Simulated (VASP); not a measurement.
**Gd: single point with PBE**

The system is Gd.

```
Gd
1.0
    -2.02500    2.02500    2.02500
     2.02500   -2.02500    2.02500
     2.02500    2.02500   -2.02500
Gd
1
Direct
  0.00000 0.00000 0.00000
```

| Item | Value |
| --- | --- |
| Program | VASP 6.6.1 |
| Task | single point |
| Functional | PBE |
| Potentials or basis | VASP PAW PBE potentials, release 64 (Gd) |
| Cutoff | 520 eV |
| k mesh | 10 × 10 × 10 |
| Occupations | fermi-dirac, width 0.1 eV |
| Spin | collinear spin, ferromagnetic start |
| Starting moments | [7.0] μB |
| Dipole correction | no |
| Further INCAR settings | ALGO = Normal; EDIFF = 1e-07; NBANDS = 19 |

```yaml
Pressure: 0.2 GPa
Net_moment: 7.60 μB per cell
Site_moments: Gd +6.98 μB
Valence_electrons_inside_the_program's_atomic_spheres: Gd 15.21
```

Levels at points of the mesh, in eV from the Fermi level:
Spin up:
```tsv
k point	band 10	band 11	band 12	band 13	band 14	band 15	band 16	band 17
(0.00, 0.00, 0.00)	-4.70	-4.70	-4.67	1.31	1.31	1.31	3.54	3.54
(0.50, 0.00, 0.00)	-4.70	-4.68	-2.42	-0.28	1.09	3.43	4.21	6.15
(0.50, 0.50, 0.50)	-4.68	-4.68	-1.90	-1.90	5.48	5.48	5.48	5.88
```
Spin down:
```csv
k point,band 3,band 4,band 5,band 6,band 7,band 8
"(0.00, 0.00, 0.00)",-19.89,-19.89,-4.19,0.44,0.44,0.44
"(0.50, 0.00, 0.00)",-20.15,-19.90,-1.52,0.45,0.50,0.58
"(0.50, 0.50, 0.50)",-20.46,-20.46,-1.12,-1.12,0.50,0.57
```

Wall time 3.7 min on 1 thread of Intel(R) Xeon(R) Platinum 8488C (Sapphire Rapids), with other jobs on the host, peak memory 0.21 GiB.

Caveat: spin-orbit coupling is left out, which moves the levels of the heavy elements. The state reached can hang on the start; a lower one may exist.
